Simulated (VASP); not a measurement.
# HfGe (zincblende type) (F-43m) in VASP: further runs

HfGe (zincblende type) is run at these levels: LDA; tasks: single point.

Program: VASP 6.6.1. These are calculated values, not measurements. Logs are shortened: lines on timing, memory, paths and dates and some standing lists are left out, and cuts for length are marked.

## (1) The cell of the first run

It takes space group F-43m (No. 216, cubic). Conventional cell: a = 4.729 Å, b = 4.729 Å, c = 4.729 Å, α = 90.00°, β = 90.00°, γ = 90.00°. Hf (site symmetry -43m) has 4 Ge at 2.05 Å within 2.7 Å. Within 2.7 Å of Ge (site symmetry -43m) lie 4 Hf at 2.05 Å.

## (2) Single point, LDA (volume scaled by 0.5)

Input file INCAR:

```
ALGO = Normal ; EDIFF = 1E-6
ENCUT = 520 ; ISIF = 2
ISMEAR = -1 ; LASPH = True
LCHARG = True ; LELF = True
LREAL = False ; LVHAR = True
LWAVE = False ; NBANDS = 19
NELM = 60 ; PREC = Accurate
SIGMA = 0.05
```

Input file KPOINTS:

```
k-points
0
Gamma
  11 11 11
```

Input file POSCAR:

```
HfGe
1.0
    0.0000000000      2.3645001487      2.3645001487
    2.3645001487      0.0000000000      2.3645001487
    2.3645001487      2.3645001487      0.0000000000
Hf Ge
1 1
Direct
    0.0000000000      0.0000000000      0.0000000000
    0.2500000000      0.2500000000      0.2500000000
```

Potentials or basis: VASP PAW LDA potentials, release 64 (Hf_pv, Ge_d).

On the command line:

```bash
cat potpaw_LDA.64/Hf_pv/POTCAR potpaw_LDA.64/Ge_d/POTCAR > POTCAR
mpirun -np 1 vasp_std > vasp.out
```

OUTCAR:

```text
EDIFF = 1E-6
   ENCUT = 520
   ISIF = 2
   ISMEAR = -1
   LASPH = True
   LREAL = False
   NELM = 60
   PREC = Accurate

 ion  position               nearest neighbor table
   1  0.000  0.000  0.000-   2 2.05   2 2.05   2 2.05   2 2.05
   2  0.250  0.250  0.250-   1 2.05   1 2.05   1 2.05   1 2.05

  LATTYP: Found a face centered cubic cell.
 ALAT       =     4.7290002974

  Lattice vectors:

 A1 = (   0.0000000000,   2.3645001487,   2.3645001487)
 A2 = (   2.3645001487,   0.0000000000,   2.3645001487)
 A3 = (   2.3645001487,   2.3645001487,   0.0000000000)

Analysis of symmetry for initial positions (statically):
=====================================================================
 Subroutine PRICEL returns:
 Original cell was already a primitive cell.

 Routine SETGRP: Setting up the symmetry group for a
 face centered cubic supercell.

 Subroutine GETGRP returns: Found 24 space group operations
 (whereof 24 operations were pure point group operations)
 out of a pool of 48 trial point group operations.

The static configuration has the point symmetry T_d .

Analysis of symmetry for dynamics (positions and initial velocities):
=====================================================================
 Subroutine PRICEL returns:
 Original cell was already a primitive cell.

 Routine SETGRP: Setting up the symmetry group for a
 face centered cubic supercell.

 Subroutine GETGRP returns: Found 24 space group operations
 (whereof 24 operations were pure point group operations)
 out of a pool of 48 trial point group operations.

The dynamic configuration has the point symmetry T_d .

 Subroutine INISYM returns: Found 24 space group operations
 (whereof 24 operations are pure point group operations),
 and found     1 'primitive' translations

----------------------------------------------------------------------------------------

                                     Primitive cell

  volume of cell :      26.4392

  direct lattice vectors                    reciprocal lattice vectors
     0.000000000  2.364500149  2.364500149    -0.211461184  0.211461184  0.211461184
     2.364500149  0.000000000  2.364500149     0.211461184 -0.211461184  0.211461184
     2.364500149  2.364500149  0.000000000     0.211461184  0.211461184 -0.211461184

  length of vectors
     3.343908179  3.343908179  3.343908179     0.366261514  0.366261514  0.366261514

  position of ions in fractional coordinates (direct lattice)
     0.000000000  0.000000000  0.000000000
     0.250000000  0.250000000  0.250000000

  ion indices of the primitive-cell ions
   primitive index   ion index
                 1           1
                 2           2

----------------------------------------------------------------------------------------

 KPOINTS: k-points

Automatic generation of k-mesh.
 Grid dimensions read from file:
 generate k-points for:   11   11   11

 Generating k-lattice:

  Cartesian coordinates                     Fractional coordinates (reciprocal lattice)
    -0.019223744  0.019223744  0.019223744     0.090909091  0.000000000  0.000000000
     0.019223744 -0.019223744  0.019223744     0.000000000  0.090909091  0.000000000
     0.019223744  0.019223744 -0.019223744     0.000000000  0.000000000  0.090909091

  Length of vectors
     0.033296501  0.033296501  0.033296501

  Shift w.r.t. Gamma in fractional coordinates (k-lattice)
     0.000000000  0.000000000  0.000000000

 Subroutine IBZKPT returns following result:
 ===========================================

 Found     56 irreducible k-points:

 Following reciprocal coordinates:
            Coordinates               Weight
  0.000000  0.000000  0.000000      1.000000
  0.090909  0.000000  0.000000      8.000000
  0.181818  0.000000  0.000000      8.000000
  0.272727  0.000000  0.000000      8.000000
  0.363636  0.000000  0.000000      8.000000
  0.454545  0.000000  0.000000      8.000000
[... 16 lines left out ...]
 -0.272727  0.181818  0.000000     24.000000
 -0.181818  0.181818  0.000000     12.000000
 [... further k-points ...]
   k-points           NKPTS =     56   k-points in BZ     NKDIM =     56   number of bands    NBANDS=     19
   number of dos      NEDOS =    301   number of ions     NIONS =      2
   total plane-waves  NPLWV =  21952
   dimension x,y,z NGX =    28 NGY =   28 NGZ =   28
   dimension x,y,z NGXF=    56 NGYF=   56 NGZF=   56
   ions per type =               1   1
   NGX,Y,Z   is equivalent  to a cutoff of  13.92, 13.92, 13.92 a.u.
   NGXF,Y,Z  is equivalent  to a cutoff of  27.84, 27.84, 27.84 a.u.
 SYSTEM =  unknown system
   PREC   = accura    normal or accurate (medium, high low for compatibility)
   ISTART =      0    job   : 0-new  1-cont  2-samecut
   ICHARG =      2    charge: 1-file 2-atom 10-const
   ISPIN  =      1    spin polarized calculation?
   LNONCOLLINEAR =      F non collinear calculations
   LSORBIT =      F    spin-orbit coupling
   LASPH  =      T    aspherical Exc in radial PAW
   ENCUT  =  520.0 eV  38.22 Ry    6.18 a.u.   6.22  6.22  6.22*2*pi/ulx,y,z
   NELM   =     60;   NELMIN=  2; NELMDL= -5     # of ELM steps
   EDIFF  = 0.1E-05   stopping-criterion for ELM
   LREAL  =      F    real-space projection
   EDIFFG = 0.1E-04   stopping-criterion for IOM
   NSW    =      0    number of steps for IOM
   IBRION =     -1    ionic relax: 0-MD 1-quasi-New 2-CG
   NFREE  =      0    steps in history (QN), initial steepest desc. (CG)
   ISIF   =      2    stress and relaxation
   ISYM   =      2    0-nonsym 1-usesym 2-fastsym
   POTIM  = 0.5000    time-step for ionic-motion
   TEBEG  =    0.0;   TEEND  =   0.0 temperature during run
   PSTRESS=    0.0 pullay stress
   NELECT =      24.0000    total number of electrons
   NUPDOWN=      -1.0000    fix difference up-down
   EMIN   =  10.00;   EMAX   =-10.00  energy-range for DOS
   EFERMI =   0.00;   METHOD = LEGACY
   ISMEAR =    -1;   SIGMA  =   0.05  broadening in eV -4-tet -1-fermi 0-gaus
   EFERMI_NEDOS =   21; number of points for ismear=-14 and -15
   IALGO  =     38    algorithm
   IMIX   =      4    mixing-type and parameters
     AMIX     =   0.40;   BMIX     =  1.00
     AMIX_MAG =   1.60;   BMIX_MAG =  1.00
  volume/ion in A,a.u.               =      13.22        89.21
  Fermi-wavevector in a.u.,A,eV,Ry     =   1.585122  2.995445 34.186138  2.512610
  Thomas-Fermi vector in A             =   2.684635
   LORBIT       =      0    0 simple, 1 ext, 2 COOP (PROOUT), +10 PAW based schemes
   GGA     = CA    functional components
   LHFCALC =     F    Hartree Fock is set to
   AEXX    =    0.0000 exact exchange contribution
   IVDW    =     0    specifies the selected vdW correction
   LEPSILON=     F    determine dielectric tensor
   LRPA    =     F    only Hartree local field effects (RPA)
 non-spin polarized calculation
  energy-cutoff  :      520.00
  volume of cell :       26.44
 maximum number of plane-waves:       725
 NGX is ok and might be reduce to    28
   NGX = 13   NGY = 13   NGZ = 13

 number of electron      24.0000008 magnetization

 Free energy of the ion-electron system (eV)
  ---------------------------------------------------
  ext. energy  EPLUGINS =         0.00000000
  ---------------------------------------------------
  free energy    TOTEN  =        -6.25224348 eV

  energy without entropy =       -6.24773079  energy(sigma->0) =       -6.24998714

 E-fermi :   9.2313     XC(G=0): -13.5201

 val. band max:        9.1930225327   @ k =   0.3636   0.2727   0.0909
 cond. band min:       9.3535846517   @ k =   0.4545   0.3636   0.0000
 fundamental gap:      0.1605621190
 Fermi energy:         9.2313389160

 k-point     1 :       0.0000    0.0000    0.0000
  band No.  band energies     occupation
      1     -21.2959      2.00000
      2     -21.2959      2.00000
      3     -21.2959      2.00000
      4     -16.2185      2.00000
      5     -16.2185      2.00000
      6     -15.5880      2.00000
[... 11 lines left out ...]
     18      19.2818      0.00000
     19      22.6701      0.00000

 k-point     2 :       0.0909    0.0000    0.0000
  band No.  band energies     occupation
      1     -21.3233      2.00000
      2     -21.2938      2.00000
      3     -21.2938      2.00000
      4     -16.2194      2.00000
      5     -16.2194      2.00000
      6     -15.6477      2.00000
[... 11 lines left out ...]
     18      19.8434      0.00000
     19      22.6762      0.00000

 k-point     3 :       0.1818    0.0000    0.0000
  band No.  band energies     occupation
      1     -21.3960      2.00000
      2     -21.2882      2.00000
      3     -21.2882      2.00000
      4     -16.2207      2.00000
      5     -16.2207      2.00000
      6     -15.8017      2.00000
[... 11 lines left out ...]
     18      21.2629      0.00000
     19      22.6629      0.00000

 k-point     4 :       0.2727    0.0000    0.0000
  band No.  band energies     occupation
      1     -21.4891      2.00000
      2     -21.2811      2.00000
      3     -21.2811      2.00000
      4     -16.2194      2.00000
      5     -16.2194      2.00000
      6     -15.9914      2.00000
[... 11 lines left out ...]
     18      21.9218      0.00000
     19      21.9253      0.00000

 k-point     5 :       0.3636    0.0000    0.0000
  band No.  band energies     occupation
      1     -21.5726      2.00000
      2     -21.2747      2.00000
      3     -21.2747      2.00000
      4     -16.2145      2.00000
      5     -16.2145      2.00000
      6     -16.1558      2.00000
[... 11 lines left out ...]
     18      19.7932      0.00000
     19      22.6866      0.00000
[... 334 lines left out ...]
      2     -21.3451      2.00000
      3     -21.2700      2.00000
      4     -16.2619      2.00000
      5     -16.2150      2.00000
      6     -16.2093      2.00000
[... 11 lines left out ...]
     18      19.0555      0.00000
     19      22.6821      0.00000

 k-point    22 :      -0.3636    0.1818    0.0000
  band No.  band energies     occupation
      1     -21.5573      2.00000
      2     -21.3544      2.00000
      3     -21.2685      2.00000
      4     -16.2469      2.00000
      5     -16.2243      2.00000
      6     -16.1888      2.00000
[... 11 lines left out ...]
     18      19.7526      0.00000
     19      22.6817      0.00000

 k-point    23 :      -0.2727    0.1818    0.0000
  band No.  band energies     occupation
      1     -21.5210      2.00000
      2     -21.3452      2.00000
      3     -21.2706      2.00000
      4     -16.2345      2.00000
      5     -16.2120      2.00000
      6     -16.1155      2.00000
[... 11 lines left out ...]
     18      22.0381      0.00000
     19      22.1091      0.00000

 k-point    24 :      -0.1818    0.1818    0.0000
  band No.  band energies     occupation
      1     -21.4778      2.00000
      2     -21.3212      2.00000
      3     -21.2757      2.00000
      4     -16.2361      2.00000
      5     -16.2076      2.00000
      6     -15.9865      2.00000
[... 11 lines left out ...]
     18      20.9223      0.00000
     19      22.6833      0.00000

 [... further k-points ...]
[... 5 lines left out ...]
  --------------------------------------------------------------------------------------
  -------------------------------------------------------------------------------------
  Total       30.8928741     30.8928741     30.8928741     -0.0000000      0.0000000      0.0000000
  in kB     1872.0647426   1872.0647426   1872.0647426     -0.0000000      0.0000000      0.0000000
  external PRESSURE =    1872.0647426 kB  Pullay stress =       0.0000000 kB

 VOLUME and BASIS-vectors are now :
 -----------------------------------------------------------------------------
  energy-cutoff  :      520.00
  volume of cell :       26.44
      direct lattice vectors                 reciprocal lattice vectors
     0.000000000  2.364500149  2.364500149    -0.211461184  0.211461184  0.211461184
     2.364500149  0.000000000  2.364500149     0.211461184 -0.211461184  0.211461184
     2.364500149  2.364500149  0.000000000     0.211461184  0.211461184 -0.211461184

 POSITION                                       TOTAL-FORCE (eV/Angst)
 -----------------------------------------------------------------------------------
      0.00000      0.00000      0.00000         0.000000     -0.000000      0.000000
      1.18225      1.18225      1.18225        -0.000000      0.000000     -0.000000
 -----------------------------------------------------------------------------------
    total drift:                               -0.000000     -0.000000     -0.000000

  FREE ENERGIE OF THE ION-ELECTRON SYSTEM (eV)
  ---------------------------------------------------
  free  energy   TOTEN  =        -6.2522434819 eV

  energy  without entropy=       -6.2477307909  energy(sigma->0) =       -6.24998714
```

It took 18 s on 1 thread of Intel Xeon Platinum 8559C (Emerald Rapids), shared host; peak memory 0.16 GiB.

Results:

```yaml
Free_energy: -6.2522 eV
Pressure: 187.2 GPa
Band_gap_on_the_k_mesh: zero (band 12 reaches 10.25 eV, above the bottom of band 13 at 8.36 eV)
```

Caveat: spin-orbit coupling is left out, which moves the levels of the heavy elements.

## (3) Single point, LDA (volume scaled by 0.6)

Input file INCAR:

```
SYSTEM = HfGe
PREC = Accurate
ENCUT = 520
EDIFF = 1E-6
ISMEAR = -1
SIGMA = 0.05
LREAL = .FALSE.
LASPH = .TRUE.
NELM = 80
ALGO = Normal
ISIF = 2
LWAVE = .FALSE.
LCHARG = .FALSE.
GGA = CA
NBANDS = 19
```

Input file KPOINTS:

```
regular mesh
0
G
  11 11 11
  0 0 0
```

Input file POSCAR:

```
HfGe
1.0
    0.0000000000      2.5126563449      2.5126563449
    2.5126563449      0.0000000000      2.5126563449
    2.5126563449      2.5126563449      0.0000000000
Hf Ge
1 1
Direct
    0.0000000000      0.0000000000      0.0000000000
    0.2500000000      0.2500000000      0.2500000000
```

Potentials or basis: VASP PAW LDA potentials, release 64 (Hf_pv, Ge_d).

On the command line:

```bash
cat potpaw_LDA.64/Hf_pv/POTCAR potpaw_LDA.64/Ge_d/POTCAR > POTCAR
mpirun -np 1 vasp_std > vasp.out
```

Wall time 20 s (1 thread of Intel Xeon Platinum 8559C (Emerald Rapids), shared host); peak memory 0.16 GiB.

Results (log left out):

```yaml
Free_energy: -10.7932 eV
Pressure: 97.7 GPa
Band_gap_on_the_k_mesh: zero (band 12 reaches 7.65 eV, above the bottom of band 13 at 6.71 eV)
```

Levels at points of the mesh, in eV from the Fermi level:
| k point | band 10 | band 11 | band 12 | band 13 | band 14 | band 15 |
| --- | --- | --- | --- | --- | --- | --- |
| (0.00, 0.00, 0.00) | -2.75 | -2.75 | -2.75 | 2.06 | 2.06 | 5.99 |

Caveat: spin-orbit coupling is left out, which moves the levels of the heavy elements.

## (4) Single point, LDA (volume scaled by 0.6)

Input file INCAR:

```
  PREC = Accurate
  ENCUT = 520
  EDIFF = 1E-6
  ISMEAR = -1
  SIGMA = 0.05
  LREAL = False
  LASPH = True
  NELM = 100
  ALGO = Normal
  ISIF = 2
  LWAVE = False
  LCHARG = False
  GGA = CA
  NBANDS = 19
```

Input file KPOINTS:

```
regular mesh
0
Gamma
  11 11 11
```

POSCAR is that of step 3.

On the command line:

```bash
cat potpaw_LDA.64/Hf_pv/POTCAR potpaw_LDA.64/Ge_d/POTCAR > POTCAR
mpirun -np 1 vasp_std > vasp.out
```

Wall time 22 s (1 thread of Intel Xeon Platinum 8559C (Emerald Rapids), shared host); peak memory 0.16 GiB.

It converged, with:

```yaml
Free_energy: -10.7932 eV
Pressure: 97.7 GPa
Band_gap_on_the_k_mesh: zero (band 12 reaches 7.65 eV, above the bottom of band 13 at 6.71 eV)
```

Levels at points of the mesh, in eV from the Fermi level:
```tsv
k point	band 9	band 10	band 11	band 12	band 13	band 14	band 15	band 16
(0.00, 0.00, 0.00)	-11.69	-2.75	-2.75	-2.75	2.06	2.06	5.99	9.47
```

Caveat: spin-orbit coupling is left out, which moves the levels of the heavy elements.

## (5) Single point, LDA (volume scaled by 0.7)

Input file INCAR:

```
  PREC = Accurate
  ENCUT = 520
  EDIFF = 1E-6
  ISMEAR = -1
  SIGMA = 0.05
  LREAL = False
  LASPH = True
  NELM = 60
  ALGO = Normal
  ISIF = 2
  LWAVE = False
  LCHARG = True
  GGA = CA
  LELF = True
  LVHAR = True
  NBANDS = 19
```

KPOINTS is that of step 4.

Input file POSCAR:

```
HfGe
1.0
    0.0000000000      2.6451401700      2.6451401700
    2.6451401700      0.0000000000      2.6451401700
    2.6451401700      2.6451401700      0.0000000000
Hf Ge
1 1
Direct
    0.0000000000      0.0000000000      0.0000000000
    0.2500000000      0.2500000000      0.2500000000
```

On the command line:

```bash
cat potpaw_LDA.64/Hf_pv/POTCAR potpaw_LDA.64/Ge_d/POTCAR > POTCAR
mpirun -np 1 vasp_std > vasp.out
```

Run time: 24 s. Hardware: 1 thread of Intel Xeon Platinum 8559C (Emerald Rapids), shared host; peak memory 0.17 GiB.

It converged, with:

| Property | Result |
| --- | --- |
| Free energy | -13.1734 eV |
| Pressure | 51.0 GPa |
| Band gap on the k mesh | zero (band 12 reaches 5.84 eV, above the bottom of band 13 at 5.15 eV) |

Levels at points of the mesh, in eV from the Fermi level:
| k point | band 10 | band 11 | band 12 | band 13 | band 14 | band 15 |
| --- | --- | --- | --- | --- | --- | --- |
| (0.00, 0.00, 0.00) | -2.29 | -2.29 | -2.29 | 2.00 | 2.00 | 5.19 |

Caveat: spin-orbit coupling is left out, which moves the levels of the heavy elements.

(Part 1 of 2 ends here.)
